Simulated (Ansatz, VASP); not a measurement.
## Two plane-wave programs on Ga

```
Ga
1.0
     1.38300   -4.02650    0.00000
     1.38300    4.02650    0.00000
    -0.11745    0.00000    3.32993
Ga
2
Cartesian
  1.3536 -2.9716 0.8325
  1.2949 2.9716 2.4974
```

Alike in both runs: task relaxation of cell and atoms; functional PBEsol; k mesh 12 × 12 × 10; occupations fermi-dirac, width 0.1 eV; no spin polarisation.

```csv
,VASP,Ansatz
version,VASP 6.6.1,Ansatz 0.2.0
potentials or method,"VASP PAW PBE potentials, release 64 (Ga_d), cutoff 600 eV","plane waves (420 eV) with PAW, scalar-relativistic"
valence electrons in the cell,26,26
```

|  | VASP | Ansatz | Ansatz less VASP |
| --- | --- | --- | --- |
| relaxed volume (Å³/atom) | 17.93 | 17.91 | -0.016 |
| relaxed cell length with the largest relative difference (Å) | 4.350 | 4.347 | -0.0034 |

VASP's potentials were made for PBE, not for PBEsol, and Ansatz warns of the same on its side.
